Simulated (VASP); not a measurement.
# AgCl (Fm-3m) in VASP: notebook, part 2 of 2

VASP 6.6.1.

**4. Single point, PBE (strain +3.0%)**

The input, INCAR:

```
PREC = Accurate
ENCUT = 520
EDIFF = 1E-7
ISMEAR = -1
SIGMA = 0.02
LREAL = False
LASPH = True
NELM = 60
ALGO = Normal
ISIF = 2
LWAVE = False
LCHARG = True
GGA = PE
LELF = True
LVHAR = True
NBANDS = 16
```

The input, KPOINTS:

```
regular mesh
0
Gamma
  8 8 8
```

The input, POSCAR:

```
AgCl
1.0
    0.0000000000      2.8563793285      2.8563793285
    2.8563793285      0.0000000000      2.8563793285
    2.8563793285      2.8563793285      0.0000000000
Ag Cl
1 1
Direct
    0.0000000000      0.0000000000      0.0000000000
    0.5000000000      0.5000000000      0.5000000000
```

Potentials or basis: VASP PAW PBE potentials, release 64 (Ag, Cl).

Command:

```console
cat potpaw_PBE.64/Ag/POTCAR potpaw_PBE.64/Cl/POTCAR > POTCAR
mpirun -np 1 vasp_std > vasp.out
```

OUTCAR:

```text
PREC = Accurate
   ENCUT = 520
   EDIFF = 1E-7
   ISMEAR = -1
   LREAL = False
   LASPH = True
   NELM = 60
   ISIF = 2
   GGA = PE

 ion  position               nearest neighbor table
   1  0.000  0.000  0.000-   2 2.86   2 2.86   2 2.86   2 2.86   2 2.86   2 2.86
   2  0.500  0.500  0.500-   1 2.86   1 2.86   1 2.86   1 2.86   1 2.86   1 2.86

  LATTYP: Found a face centered cubic cell.
 ALAT       =     5.7127586570

  Lattice vectors:

 A1 = (   0.0000000000,   2.8563793285,   2.8563793285)
 A2 = (   2.8563793285,   0.0000000000,   2.8563793285)
 A3 = (   2.8563793285,   2.8563793285,   0.0000000000)

Analysis of symmetry for initial positions (statically):
=====================================================================
 Subroutine PRICEL returns:
 Original cell was already a primitive cell.

 Routine SETGRP: Setting up the symmetry group for a
 face centered cubic supercell.

 Subroutine GETGRP returns: Found 48 space group operations
 (whereof 48 operations were pure point group operations)
 out of a pool of 48 trial point group operations.

The static configuration has the point symmetry O_h .

Analysis of symmetry for dynamics (positions and initial velocities):
[... 153 lines left out ...]
  ---------------------------------------------------
  free energy    TOTEN  =        -5.38485150 eV

  energy without entropy =       -5.38485150  energy(sigma->0) =       -5.38485150

 E-fermi :   3.2169     XC(G=0):  -9.5060

 val. band max:        2.7444891729   @ k =   0.5000   0.0000   0.0000
 cond. band min:       3.6912968325   @ k =   0.0000   0.0000   0.0000
 fundamental gap:      0.9468076596
 Fermi energy:         3.2169191705

 k-point     1 :       0.0000    0.0000    0.0000
  band No.  band energies     occupation
      1     -11.8395      2.00000
      2       0.6271      2.00000
      3       0.6271      2.00000
      4       0.6271      2.00000
      5       0.6638      2.00000
      6       0.6638      2.00000
[... 433 lines left out ...]
      3      -0.7786      2.00000
      4      -0.7547      2.00000
      5       0.8655      2.00000
      6       0.9221      2.00000
[... 8 lines left out ...]
     15      16.0323      0.00000
     16      17.4799      0.00000

 [... further k-points ...]
[... 5 lines left out ...]
  --------------------------------------------------------------------------------------
  -------------------------------------------------------------------------------------
  Total       -0.5997129     -0.5997129     -0.5997129      0.0000000     -0.0000000     -0.0000000
  in kB      -20.6146676    -20.6146676    -20.6146676      0.0000000     -0.0000000     -0.0000000
  external PRESSURE =     -20.6146676 kB  Pullay stress =       0.0000000 kB

 VOLUME and BASIS-vectors are now :
 -----------------------------------------------------------------------------
  energy-cutoff  :      520.00
  volume of cell :       46.61
      direct lattice vectors                 reciprocal lattice vectors
     0.000000000  2.856379329  2.856379329    -0.175046779  0.175046779  0.175046779
     2.856379329  0.000000000  2.856379329     0.175046779 -0.175046779  0.175046779
     2.856379329  2.856379329  0.000000000     0.175046779  0.175046779 -0.175046779

 POSITION                                       TOTAL-FORCE (eV/Angst)
 -----------------------------------------------------------------------------------
      0.00000      0.00000      0.00000        -0.000000     -0.000000      0.000000
      2.85638      2.85638      2.85638         0.000000      0.000000      0.000000
 -----------------------------------------------------------------------------------
    total drift:                               -0.000000      0.000000      0.000000

  FREE ENERGIE OF THE ION-ELECTRON SYSTEM (eV)
  ---------------------------------------------------
  free  energy   TOTEN  =        -5.3848514956 eV

  energy  without entropy=       -5.3848514956  energy(sigma->0) =       -5.38485150
```

OSZICAR:

```text
N       E                     dE             d eps       ncg     rms          rms(c)
DAV:   1     0.982919063061E+02    0.98292E+02   -0.84700E+03   944   0.101E+03
DAV:   2    -0.180942882680E+01   -0.10010E+03   -0.91632E+02  1160   0.214E+02
DAV:   3    -0.556344047468E+01   -0.37540E+01   -0.37465E+01  1176   0.444E+01
DAV:   4    -0.559036252802E+01   -0.26922E-01   -0.26920E-01  1200   0.398E+00
DAV:   5    -0.559074092278E+01   -0.37839E-03   -0.37839E-03  1160   0.468E-01    0.482E+00
DAV:   6    -0.538972479259E+01    0.20102E+00   -0.27026E-01  1216   0.646E+00    0.318E+00
DAV:   7    -0.538531305059E+01    0.44117E-02   -0.96023E-02  1056   0.208E+00    0.177E+00
DAV:   8    -0.538467896367E+01    0.63409E-03   -0.55857E-03  1104   0.752E-01    0.270E-01
DAV:   9    -0.538475541197E+01   -0.76448E-04   -0.52142E-04  1136   0.312E-01    0.504E-02
DAV:  10    -0.538484521826E+01   -0.89806E-04   -0.15047E-04  1128   0.104E-01    0.385E-02
DAV:  11    -0.538485152274E+01   -0.63045E-05   -0.61680E-06  1168   0.173E-02    0.409E-03
DAV:  12    -0.538485142247E+01    0.10027E-06   -0.15385E-07  1064   0.418E-03    0.380E-03
DAV:  13    -0.538485149561E+01   -0.73144E-07   -0.23908E-07  1112   0.346E-03
   1 F= -.53848515E+01 E0= -.53848515E+01  d E =-.159873E-11
```

Run time: 11 s. Hardware: 1 thread of Intel Xeon 6975P-C (Granite Rapids), shared host; peak memory 0.17 GiB.

Results:

```
Free energy            : -5.3849 eV
Pressure               : -2.1 GPa
Band gap on the k mesh : 0.95 eV (least direct gap 2.91 eV)
```

Levels at points of the mesh, in eV from the valence-band top:
| k point | band 5 | band 6 | band 7 | band 8 | band 9 | band 10 | band 11 | band 12 | band 13 | band 14 |
| --- | --- | --- | --- | --- | --- | --- | --- | --- | --- | --- |
| (0.00, 0.00, 0.00) | -2.08 | -2.08 | -1.97 | -1.97 | -1.97 | 0.95 | 10.89 | 10.89 | 10.89 | 12.50 |
| (0.50, 0.00, 0.00) | -1.83 | -1.83 | -1.55 | 0.00 | 0.00 | 4.47 | 6.07 | 7.82 | 7.82 | 13.26 |
| (0.50, 0.50, 0.00) | -2.37 | -1.93 | -1.73 | -1.73 | -1.69 | 2.51 | 8.15 | 8.36 | 11.07 | 11.07 |

Caveat: the cell differs from its parent crystal (strain +3.0%). A k mesh can miss the band edges.

**5. The runs side by side**

```csv
cell,gap on the mesh (eV),pressure (GPa)
"a = 3.765 Å, angles 60.0°, 2 atoms",0.91,9.8
"a = 3.922 Å, angles 60.0°, 2 atoms",0.91,1.5
"a = 4.040 Å, angles 60.0°, 2 atoms",0.95,-2.1
```

Alike in all rows: task single point; level PBE; potentials or basis VASP PAW PBE potentials, release 64 (Ag, Cl); no spin polarisation; k mesh 8 × 8 × 8; cutoff (eV) 520; smearing fermi-dirac 0.02 eV.

Caveats: the cell stands under pressure (at least some runs).

Total energies depend on the potentials used, so only differences within one code and one set of settings carry meaning.
